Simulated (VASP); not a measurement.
The system is ZnSnP2.

```
Zn Sn P
1.0
    -2.85113    2.85113    5.71686
     2.85113   -2.85113    5.71686
     2.85113    2.85113   -5.71686
Zn Sn P
2 2 4
Direct
  0.75000 0.25000 0.50000
  0.00000 0.00000 0.00000
  0.25000 0.75000 0.50000
  0.50000 0.50000 0.00000
  0.37500 0.35279 0.47779
  0.64721 0.12500 0.02221
  0.10279 0.62500 0.97779
  0.87500 0.89721 0.52221
```

| Property | Result |
| --- | --- |
| Program | VASP 6.6.1 |
| Task | relaxation of cell and atoms |
| Functional | r2SCAN |
| Potentials or basis | VASP PAW PBE potentials, release 64 (Zn, Sn_d, P) |
| Cutoff | 550 eV |
| k mesh | 6 × 6 × 6 |
| Occupations | fermi-dirac, width 0.02 eV |
| Spin | no spin polarisation |

At the start: pressure -2.1 GPa; volume 23.24 Å³/atom.

Problem. How do energy, volume and symmetry change on relaxing?

Solution. Over 5 steps the energy falls by 4.7 meV/atom and the volume is 22.57 Å³/atom (-2.8 %); space group I-42d (No. 122, to 0.05 Å).

Step by step:
```tsv
step	energy change (eV)	largest force (eV/Å)	pressure (GPa)	volume (Å³)
1	0.0000	0.1056	-2.10	185.89
2	-0.0274	0.0503	1.23	177.81
3	-0.0375	0.0055	0.04	180.48
4	-0.0375	0.0077	-0.01	180.58
5	-0.0375	0.0046	-0.01	180.59
```

Final structure:
```
CELL_PARAMETERS angstrom
-2.82382 2.82382 5.66194
2.82382 -2.82382 5.66194
2.82382 2.82382 -5.66194
ATOMIC_POSITIONS crystal
Zn 0.75000 0.25000 0.50000
Zn 0.00000 0.00000 0.00000
Sn 0.25000 0.75000 0.50000
Sn 0.50000 0.50000 0.00000
P 0.37500 0.35343 0.47843
P 0.64657 0.12500 0.02157
P 0.10343 0.62500 0.97843
P 0.87500 0.89657 0.52157
```

Caveat: the PAW data sets were made with another functional, which shifts forces and pressure a little.
